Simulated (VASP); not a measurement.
A run of VASP 6.6.1:

Contents of INCAR:

```
  PREC = Accurate
  ENCUT = 520
  EDIFF = 1E-6
  ISMEAR = -1
  SIGMA = 0.05
  LREAL = F
  LASPH = T
  NELM = 100
  ALGO = Normal
  ISIF = 2
  LWAVE = F
  LCHARG = T
  GGA = RE
  IVDW = 12
  LELF = T
  LVHAR = T
  NBANDS = 15
```

Contents of KPOINTS:

```
regular mesh
0
Gamma
  9 9 9
```

POSCAR

```
SrO
1.0
    0.0000000000      2.5663000000      2.5663000000
    2.5663000000      0.0000000000      2.5663000000
    2.5663000000      2.5663000000      0.0000000000
Sr O
1 1
Direct
    0.5000000000      0.5000000000      0.5000000000
    0.0000000000      0.0000000000      0.0000000000
```

Potentials or basis: VASP PAW PBE potentials, release 64 (Sr_sv, O).

The run is started by

```bash
$ cat potpaw_PBE.64/Sr_sv/POTCAR potpaw_PBE.64/O/POTCAR > POTCAR
$ mpirun -np 1 vasp_std > vasp.out
```

Hardware: 1 thread of AMD EPYC 7R43 64-Core Processor (Zen 3), on a shared host.

Question: How long does it take, and how much memory?

Answer: Wall time 29 s on 1 thread of AMD EPYC 7R43 64-Core Processor (Zen 3) (shared host), peak memory 0.14 GiB. Counts: scf iterations 13, k points 35.
